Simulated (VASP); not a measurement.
Write the native input for VASP 6.6.1 that does the following.

| Property | Result |
| --- | --- |
| Task | single point |
| Functional | PBE |
| Dispersion | D3(BJ) |
| Potentials or basis | VASP PAW PBE potentials, release 64 (C, O) |
| Cutoff | 520 eV |
| k mesh | 8 × 8 × 2 |
| Occupations | gaussian, width 0.1 eV |
| Spin | collinear spin, ferromagnetic start |
| Starting moments | [1.0, 1.0, 1.0, 1.0] μB |
| Dipole correction | no |
| Further INCAR settings | ALGO = Normal; EDIFF = 1e-06; NBANDS = 21 |

The structure of C3O lies in POSCAR:

```
C3O
1.0
    1.1590840970     -3.1444129959      0.0000000000
    1.1590840970      3.1444129959      0.0000000000
    0.0000000000      0.0000000000      4.7349546390
C O
3 1
Direct
    0.5000000000      0.5000000000      0.7117373909
    0.0000000000      0.0000000000      0.5000000000
    0.5000000000      0.5000000000      0.2882626091
    0.0000000000      0.0000000000      0.0000000000
```

The cell was generated, and may not be a known phase.

One way to write it, as run:

INCAR

```
PREC = Accurate
ENCUT = 520
EDIFF = 1E-6
ISMEAR = 0
SIGMA = 0.1
LREAL = False
LASPH = True
NELM = 150
ALGO = Normal
ISIF = 2
LWAVE = False
LCHARG = False
ISPIN = 2
MAGMOM = 1 1 1 1
LORBIT = 11
GGA = PE
IVDW = 12
NBANDS = 21
```

KPOINTS

```
regular mesh
0
Gamma
  8 8 2
```

Potentials or basis: VASP PAW PBE potentials, release 64 (C, O).

Command:

```sh
$ cat potpaw_PBE.64/C/POTCAR potpaw_PBE.64/O/POTCAR > POTCAR
$ mpirun -np 1 vasp_std > vasp.out
```

It gave:

```yaml
Pressure: 0.3 GPa
Largest_force: 0.035 eV/Å
Band_gap_on_the_k_mesh: zero (filled and empty bands overlap)
Net_moment: 0.00 μB per cell
Valence_electrons_inside_the_program's_atomic_spheres: C 2.25, 2.53 (each value once); O 4.86
Dispersion_energy_per_atom: -0.110 eV
```

Caveat: the k points lie up to 0.66 Å⁻¹ apart, too coarse for converged energies and pressures of a metal.

Wall time 40 s on 1 thread of Oxide Virtual Turin-like Processor (shared host), peak memory 0.18 GiB.
